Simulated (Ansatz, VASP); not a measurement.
## Two plane-wave programs on ZnS

```
Zn S
1.0
     3.73818    0.00000    0.00000
    -1.86909    3.23736    0.00000
     0.00000    0.00000    6.14268
Zn S
2 2
Direct
  0.33333 0.66667 0.00559
  0.66667 0.33333 0.50559
  0.33333 0.66667 0.37941
  0.66667 0.33333 0.87941
```

Alike in both runs: functional LDA; k mesh 12 × 12 × 4; occupations fermi-dirac, width 0.02 eV; no spin polarisation.

Ansatz relaxed the structure, and its values are those at the end. VASP's run is a single point on that final structure, the one shown.

|  | VASP | Ansatz |
| --- | --- | --- |
| version | VASP 6.6.1 | Ansatz 0.2.0 |
| potentials or method | VASP PAW LDA potentials, release 64 (Zn, S), cutoff 520 eV | PAW plane waves |
| valence electrons in the cell | 36 | 36 |

|  | VASP | Ansatz | Ansatz less VASP |
| --- | --- | --- | --- |
| gap on the k mesh at the Fermi level (eV) | 2.23 | 2.19 | -0.040 |
| pressure (GPa) | 0.2 | 0.0 | -0.24 |

Ansatz warns that its potentials were made for another functional, while VASP's fit it. LDA's correlation is that of Perdew and Zunger in VASP and of Perdew and Wang (1992) in Ansatz.
